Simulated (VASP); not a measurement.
# LiF (Pm-3m) in VASP: notebook

Runs on LiF. Level: PBE. Tasks: single point.

Program: VASP 6.6.1. These are calculated values, not measurements. Logs are shortened: lines on timing, memory, paths and dates and some standing lists are left out, and cuts for length are marked.

## 1. The cell of the first run

Symmetry: Pm-3m, No. 221, cubic system. Conventional cell: a = 2.560 Å, b = 2.560 Å, c = 2.560 Å, α = 90.00°, β = 90.00°, γ = 90.00°. Li (site symmetry m-3m) has 8 F at 2.22 Å and 6 Li at 2.56 Å within 2.9 Å. Within 2.9 Å of F (site symmetry m-3m) lie 8 Li at 2.22 Å and 6 F at 2.56 Å.

## 2. Single point, PBE

The input, INCAR:

```
SYSTEM = LiF
PREC = Accurate ; ENCUT = 520
EDIFF = 1E-6 ; ISMEAR = 0
SIGMA = 0.01 ; LREAL = .FALSE.
LASPH = .TRUE. ; NELM = 60
ALGO = Normal ; ISIF = 2
LWAVE = .FALSE. ; LCHARG = .FALSE.
GGA = PE ; NBANDS = 12
```

The input, KPOINTS:

```
Automatic mesh
0
G
  8 8 8
  0 0 0
```

The input, POSCAR:

```
LiF
1.0
    2.5599477944      0.0000000000      0.0000000000
    0.0000000000      2.5599477944      0.0000000000
    0.0000000000      0.0000000000      2.5599477944
Li F
1 1
Direct
    0.0000000000      0.0000000000      0.0000000000
    0.5000000000      0.5000000000      0.5000000000
```

Potentials or basis: VASP PAW PBE potentials, release 64 (Li_sv, F).

Command:

```console
$ cat potpaw_PBE.64/Li_sv/POTCAR potpaw_PBE.64/F/POTCAR > POTCAR
$ mpirun -np 1 vasp_std > vasp.out
```

OUTCAR:

```text
SYSTEM = LiF
   PREC = Accurate
   ENCUT = 520
   EDIFF = 1E-6
   ISMEAR = 0
   LREAL = .FALSE.
   LASPH = .TRUE.
   NELM = 60
   ISIF = 2
   GGA = PE

 ion  position               nearest neighbor table
   1  0.000  0.000  0.000-   2 2.22   2 2.22   2 2.22   2 2.22   2 2.22   2 2.22   2 2.22   2 2.22

   2  0.500  0.500  0.500-   1 2.22   1 2.22   1 2.22   1 2.22   1 2.22   1 2.22   1 2.22   1 2.22

  LATTYP: Found a simple cubic cell.
 ALAT       =     2.5599477944

  Lattice vectors:

 A1 = (   2.5599477944,   0.0000000000,   0.0000000000)
 A2 = (   0.0000000000,   2.5599477944,   0.0000000000)
 A3 = (   0.0000000000,   0.0000000000,   2.5599477944)

Analysis of symmetry for initial positions (statically):
=====================================================================
 Subroutine PRICEL returns:
 Original cell was already a primitive cell.

 Routine SETGRP: Setting up the symmetry group for a
 simple cubic supercell.

 Subroutine GETGRP returns: Found 48 space group operations
 (whereof 48 operations were pure point group operations)
 out of a pool of 48 trial point group operations.

The static configuration has the point symmetry O_h .

Analysis of symmetry for dynamics (positions and initial velocities):
=====================================================================
 Subroutine PRICEL returns:
 Original cell was already a primitive cell.

 Routine SETGRP: Setting up the symmetry group for a
 simple cubic supercell.

 Subroutine GETGRP returns: Found 48 space group operations
 (whereof 48 operations were pure point group operations)
 out of a pool of 48 trial point group operations.

The dynamic configuration has the point symmetry O_h .

 Subroutine INISYM returns: Found 48 space group operations
 (whereof 48 operations are pure point group operations),
 and found     1 'primitive' translations

----------------------------------------------------------------------------------------

                                     Primitive cell

  volume of cell :      16.7762

  direct lattice vectors                    reciprocal lattice vectors
     2.559947794  0.000000000  0.000000000     0.390632966  0.000000000  0.000000000
     0.000000000  2.559947794  0.000000000     0.000000000  0.390632966  0.000000000
     0.000000000  0.000000000  2.559947794     0.000000000  0.000000000  0.390632966

  length of vectors
     2.559947794  2.559947794  2.559947794     0.390632966  0.390632966  0.390632966

  position of ions in fractional coordinates (direct lattice)
     0.000000000  0.000000000  0.000000000
     0.500000000  0.500000000  0.500000000

  ion indices of the primitive-cell ions
   primitive index   ion index
                 1           1
                 2           2

----------------------------------------------------------------------------------------

 KPOINTS: Automatic mesh

Automatic generation of k-mesh.
 Grid dimensions read from file:
 generate k-points for:    8    8    8

 Generating k-lattice:

  Cartesian coordinates                     Fractional coordinates (reciprocal lattice)
     0.048829121  0.000000000  0.000000000     0.125000000  0.000000000  0.000000000
     0.000000000  0.048829121  0.000000000     0.000000000  0.125000000  0.000000000
     0.000000000  0.000000000  0.048829121     0.000000000  0.000000000  0.125000000

  Length of vectors
     0.048829121  0.048829121  0.048829121

  Shift w.r.t. Gamma in fractional coordinates (k-lattice)
     0.000000000  0.000000000  0.000000000

 Subroutine IBZKPT returns following result:
 ===========================================

 Found     35 irreducible k-points:

 Following reciprocal coordinates:
            Coordinates               Weight
  0.000000  0.000000  0.000000      1.000000
  0.125000  0.000000  0.000000      6.000000
  0.250000  0.000000  0.000000      6.000000
  0.375000  0.000000  0.000000      6.000000
  0.500000  0.000000  0.000000      3.000000
  0.125000  0.125000  0.000000     12.000000
[... 16 lines left out ...]
  0.375000  0.375000  0.125000     24.000000
  0.500000  0.375000  0.125000     24.000000
 [... further k-points ...]
   k-points           NKPTS =     35   k-points in BZ     NKDIM =     35   number of bands    NBANDS=     12
   number of dos      NEDOS =    301   number of ions     NIONS =      2
   total plane-waves  NPLWV =   8000
   dimension x,y,z NGX =    20 NGY =   20 NGZ =   20
   dimension x,y,z NGXF=    40 NGYF=   40 NGZF=   40
   ions per type =               1   1
   NGX,Y,Z   is equivalent  to a cutoff of  12.99, 12.99, 12.99 a.u.
   NGXF,Y,Z  is equivalent  to a cutoff of  25.98, 25.98, 25.98 a.u.
 SYSTEM =  LiF
   PREC   = accura    normal or accurate (medium, high low for compatibility)
   ISTART =      0    job   : 0-new  1-cont  2-samecut
   ICHARG =      2    charge: 1-file 2-atom 10-const
   ISPIN  =      1    spin polarized calculation?
   LNONCOLLINEAR =      F non collinear calculations
   LSORBIT =      F    spin-orbit coupling
   LASPH  =      T    aspherical Exc in radial PAW
   ENCUT  =  520.0 eV  38.22 Ry    6.18 a.u.   4.76  4.76  4.76*2*pi/ulx,y,z
   NELM   =     60;   NELMIN=  2; NELMDL= -5     # of ELM steps
   EDIFF  = 0.1E-05   stopping-criterion for ELM
   LREAL  =      F    real-space projection
   EDIFFG = 0.1E-04   stopping-criterion for IOM
   NSW    =      0    number of steps for IOM
   IBRION =     -1    ionic relax: 0-MD 1-quasi-New 2-CG
   NFREE  =      0    steps in history (QN), initial steepest desc. (CG)
   ISIF   =      2    stress and relaxation
   ISYM   =      2    0-nonsym 1-usesym 2-fastsym
   POTIM  = 0.5000    time-step for ionic-motion
   TEBEG  =    0.0;   TEEND  =   0.0 temperature during run
   PSTRESS=    0.0 pullay stress
   NELECT =      10.0000    total number of electrons
   NUPDOWN=      -1.0000    fix difference up-down
   EMIN   =  10.00;   EMAX   =-10.00  energy-range for DOS
   EFERMI =   0.00;   METHOD = LEGACY
   ISMEAR =     0;   SIGMA  =   0.01  broadening in eV -4-tet -1-fermi 0-gaus
   EFERMI_NEDOS =   21; number of points for ismear=-14 and -15
   IALGO  =     38    algorithm
   IMIX   =      4    mixing-type and parameters
     AMIX     =   0.40;   BMIX     =  1.00
     AMIX_MAG =   1.60;   BMIX_MAG =  1.00
  volume/ion in A,a.u.               =       8.39        56.61
  Fermi-wavevector in a.u.,A,eV,Ry     =   1.377771  2.603610 25.827301  1.898253
  Thomas-Fermi vector in A             =   2.502894
   LORBIT       =      0    0 simple, 1 ext, 2 COOP (PROOUT), +10 PAW based schemes
   GGA     = PE    functional components
   LHFCALC =     F    Hartree Fock is set to
   AEXX    =    0.0000 exact exchange contribution
   IVDW    =     0    specifies the selected vdW correction
   LEPSILON=     F    determine dielectric tensor
   LRPA    =     F    only Hartree local field effects (RPA)
 non-spin polarized calculation
 Gauss-broadening in eV      SIGMA  =   0.01
  energy-cutoff  :      520.00
  volume of cell :       16.78
 maximum number of plane-waves:       468
 NGX is ok and might be reduce to    20
   NGX =  9   NGY =  9   NGZ =  9

 number of electron      10.0000016 magnetization

 Free energy of the ion-electron system (eV)
  ---------------------------------------------------
  ext. energy  EPLUGINS =         0.00000000
  ---------------------------------------------------
  free energy    TOTEN  =        -9.04862461 eV

  energy without entropy =       -9.04862461  energy(sigma->0) =       -9.04862461

 E-fermi :   0.2517     XC(G=0):  -9.9300

 val. band max:        0.0741718474   @ k =   0.5000   0.5000   0.0000
 cond. band min:       7.5824935035   @ k =   0.0000   0.0000   0.0000
 fundamental gap:      7.5083216561
 Fermi energy:         0.2517386972

 k-point     1 :       0.0000    0.0000    0.0000
  band No.  band energies     occupation
      1     -42.7840      2.00000
      2     -20.7166      2.00000
      3      -0.5934      2.00000
      4      -0.5934      2.00000
      5      -0.5934      2.00000
      6       7.5825      0.00000
      7      18.9080      0.00000
      8      18.9080      0.00000
      9      20.9628      0.00000
     10      20.9628      0.00000
     11      20.9628      0.00000
     12      38.3772      0.00000

 k-point     2 :       0.1250    0.0000    0.0000
  band No.  band energies     occupation
      1     -42.7772      2.00000
      2     -20.6527      2.00000
      3      -1.1261      2.00000
      4      -0.5380      2.00000
      5      -0.5380      2.00000
      6       7.9470      0.00000
      7      17.0391      0.00000
      8      19.2645      0.00000
      9      20.8966      0.00000
     10      20.8966      0.00000
     11      23.7260      0.00000
     12      36.4056      0.00000

 k-point     3 :       0.2500    0.0000    0.0000
  band No.  band energies     occupation
      1     -42.7608      2.00000
      2     -20.4942      2.00000
      3      -2.2457      2.00000
      4      -0.4017      2.00000
      5      -0.4017      2.00000
      6       8.6163      0.00000
      7      15.2852      0.00000
      8      20.3327      0.00000
      9      20.7034      0.00000
     10      20.7034      0.00000
     11      28.1071      0.00000
     12      31.8066      0.00000
[... 286 lines left out ...]
 k-point    23 :       0.3750    0.3750    0.1250
  band No.  band energies     occupation
      1     -42.7051      2.00000
      2     -19.8328      2.00000
      3      -2.7899      2.00000
      4      -2.7073      2.00000
      5      -0.4091      2.00000
      6      12.2023      0.00000
      7      13.7344      0.00000
      8      13.9758      0.00000
      9      21.7032      0.00000
     10      22.7343      0.00000
     11      27.6365      0.00000
     12      29.3148      0.00000

 k-point    24 :       0.5000    0.3750    0.1250
  band No.  band energies     occupation
      1     -42.6993      2.00000
      2     -19.7545      2.00000
      3      -3.1094      2.00000
      4      -2.6747      2.00000
      5      -0.3481      2.00000
      6      12.7519      0.00000
      7      13.1519      0.00000
      8      13.9039      0.00000
      9      21.0560      0.00000
     10      23.1997      0.00000
     11      27.2355      0.00000
     12      28.7791      0.00000

 [... further k-points ...]

------------------------ aborting loop because EDIFF is reached ----------------------------------------

  FORCE on cell =-STRESS in cart. coord.  units (eV):
  Direction    XX          YY          ZZ          XY          YZ          ZX
  --------------------------------------------------------------------------------------
  -------------------------------------------------------------------------------------
  Total       -0.0447598     -0.0447598     -0.0447598     -0.0000000     -0.0000000      0.0000000
  in kB       -4.2746951     -4.2746951     -4.2746951     -0.0000000     -0.0000000      0.0000000
  external PRESSURE =      -4.2746951 kB  Pullay stress =       0.0000000 kB

 VOLUME and BASIS-vectors are now :
 -----------------------------------------------------------------------------
  energy-cutoff  :      520.00
  volume of cell :       16.78
      direct lattice vectors                 reciprocal lattice vectors
     2.559947794  0.000000000  0.000000000     0.390632966  0.000000000  0.000000000
     0.000000000  2.559947794  0.000000000     0.000000000  0.390632966  0.000000000
     0.000000000  0.000000000  2.559947794     0.000000000  0.000000000  0.390632966

 POSITION                                       TOTAL-FORCE (eV/Angst)
 -----------------------------------------------------------------------------------
      0.00000      0.00000      0.00000         0.000000      0.000000      0.000000
      1.27997      1.27997      1.27997         0.000000      0.000000      0.000000
 -----------------------------------------------------------------------------------
    total drift:                                0.000000      0.000000      0.000000

  FREE ENERGIE OF THE ION-ELECTRON SYSTEM (eV)
  ---------------------------------------------------
  free  energy   TOTEN  =        -9.0486246111 eV

  energy  without entropy=       -9.0486246111  energy(sigma->0) =       -9.04862461
```

Run time: 5.5 s. Hardware: 1 thread of Intel Xeon Platinum 8559C (Emerald Rapids), shared host; peak memory 0.12 GiB.

Results:

* Free energy: -9.0486 eV
* Band gap on the k mesh: 7.51 eV (least direct gap 8.18 eV)

Caveat: the cutoff is under 1.25 times the usual one of these potentials, so pressure, stress and relaxed cells hold a basis-set (Pulay) error. A k mesh can miss the band edges.

(Continued in part 2 of 2.)
